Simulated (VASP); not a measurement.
# Os: relaxation of cell and atoms with LDA

Os:

```
Os
1.0
     2.70000    0.00000    0.00000
    -1.35000    2.33827    0.00000
     0.00000    0.00000    4.40910
Os
2
Direct
  0.33333 0.66667 0.25000
  0.66667 0.33333 0.75000
```

```
Program                : VASP 6.6.1
Task                   : relaxation of cell and atoms
Functional             : LDA
Potentials or basis    : VASP PAW LDA potentials, release 64 (Os)
Cutoff                 : 600 eV
k mesh                 : 9 × 9 × 5
Occupations            : fermi-dirac, width 0.05 eV
Spin                   : no spin polarisation
Target pressure        : 10 GPa
Dipole correction      : no
Further INCAR settings : ALGO = Normal; EDIFF = 1e-06; IBRION = 2; EDIFFG = -0.02; NSW = 80; ISIF = 3
```

| Quantity | Value |
| --- | --- |
| Relaxed volume | 13.44 Å³/atom |
| Relaxed cell | a = 2.697 Å, b = 2.697 Å, c = 4.268 Å, α = 90.00°, β = 90.00°, γ = 120.00° |
| Space group after relaxing (to 0.05 Å) | P6_3/mmc (No. 194) |
| Energy change on relaxing (the enthalpy is what falls) | -15.5 meV/atom |
| Ionic steps | 7 |
| Pressure after relaxing | 10.1 GPa |
| Band gap on the k mesh | zero (band 8 reaches 12.18 eV, above the bottom of band 9 at 8.09 eV) |

Stress tensor (GPa, compression positive):
```
10.04  0.00  0.00
 0.00 10.04  0.00
 0.00  0.00 10.22
```

The path:
| step | energy change (eV) | largest force (eV/Å) | pressure (GPa) | volume (Å³) |
| --- | --- | --- | --- | --- |
| 1 | 0.0000 | 0.0000 | -6.13 | 27.84 |
| 2 | 2.1473 | 0.0000 | 152.60 | 22.49 |
| 3 | -0.0214 | 0.0000 | 10.05 | 26.87 |
| 4 | -0.0161 | 0.0000 | 12.10 | 26.76 |
| 5 | -0.0138 | 0.0000 | 12.85 | 26.73 |
| 6 | -0.0215 | 0.0000 | 5.56 | 27.17 |
| 7 | -0.0310 | 0.0000 | 10.10 | 26.88 |

Final structure:
```
Os
1.0
     2.69655    0.00000    0.00000
    -1.34827    2.33528    0.00000
     0.00000    0.00000    4.26835
Os
2
Direct
  0.33333 0.66667 0.25000
  0.66667 0.33333 0.75000
```

Levels at points of the mesh, in eV from the Fermi level:
| k point | band 5 | band 6 | band 7 | band 8 | band 9 | band 10 | band 11 | band 12 |
| --- | --- | --- | --- | --- | --- | --- | --- | --- |
| (0.00, 0.00, 0.00) | -3.22 | -2.58 | -2.58 | -1.85 | -1.85 | -0.07 | 1.58 | 1.58 |

It took 2.1 min on 1 thread of AMD EPYC 7R13 (shared host), peak memory 0.12 GiB.

Caveat: the cell is relaxed towards a set pressure, so the enthalpy falls and the energy may rise; spin-orbit coupling is left out, which moves the levels of the heavy elements.
